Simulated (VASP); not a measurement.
Set up this calculation in VASP 6.6.1, as the native input.

- Task: single point
- Functional: PBEsol
- Potentials or basis: VASP PAW PBE potentials, release 64 (Mn_pv, O)
- Cutoff: 520 eV
- k mesh: 11 × 11 × 6
- Occupations: fermi-dirac, width 0.05 eV
- Spin: collinear spin, ferromagnetic start
- Starting moments: [-2.09, 0.0, 0.0] μB
- Dipole correction: no
- Further INCAR settings: ALGO = Normal; EDIFF = 1e-07; NBANDS = 24

The structure of MnO2 lies in POSCAR:

```
MnO2
1.0
    2.8565781804      0.0000000000      0.0000000000
   -1.4282890902      2.4738692722      0.0000000000
    0.0000000000      0.0000000000      4.6013740589
Mn O
1 2
Direct
    0.0000000000      0.0000000000      0.5000000000
    0.3333333333      0.6666666667      0.7062925700
    0.6666666667      0.3333333333      0.2937074300
```

One way to write it, as run:

INCAR

```
ALGO     = Normal         # electronic algorithm
EDIFF    = 1E-7           # SCF threshold, eV
ENCUT    = 520            # plane-wave cutoff, eV
GGA      = PS             # functional
ISIF     = 2              # what is computed and relaxed
ISMEAR   = -1             # smearing method
ISPIN    = 2              # spin polarisation
LASPH    = True           # aspherical terms in the spheres
LCHARG   = False          # write CHGCAR
LMAXMIX  = 4              # l up to which the mixer works
LORBIT   = 11             # projections on sites
LREAL    = False          # projectors in reciprocal space
LWAVE    = False          # write WAVECAR
MAGMOM   = -2.09 0 0      # initial moments
NBANDS   = 24             # bands
NELM     = 150            # most SCF steps
PREC     = Accurate       # precision mode
SIGMA    = 0.05           # smearing width, eV
```

KPOINTS

```
k-points
0
Gamma
  11 11 6
```

Potentials or basis: VASP PAW PBE potentials, release 64 (Mn_pv, O).

Run with:

```bash
$ cat potpaw_PBE.64/Mn_pv/POTCAR potpaw_PBE.64/O/POTCAR > POTCAR
$ mpirun -np 1 vasp_std > vasp.out
```

Results of the run:

The pressure is -1.2 GPa, the largest force is 0.081 eV/Å and the band gap on the k mesh is 0.70 eV (least direct gap 0.75 eV). The net moment is -3.00 μB per cell. The site moments are Mn -2.84; O -0.04 μB. The valence electrons inside the program's atomic spheres are Mn 11.77; O 4.97.

Caveat: semilocal functionals underestimate gaps, and a narrow one can read as zero; the PAW data sets were made with another functional, which shifts forces and pressure a little; a cell with one magnetic atom can't hold antiferromagnetic order, which such compounds often take.

Wall time 3.7 min on 1 thread of Intel Xeon 8259CL (shared host), peak memory 0.23 GiB.
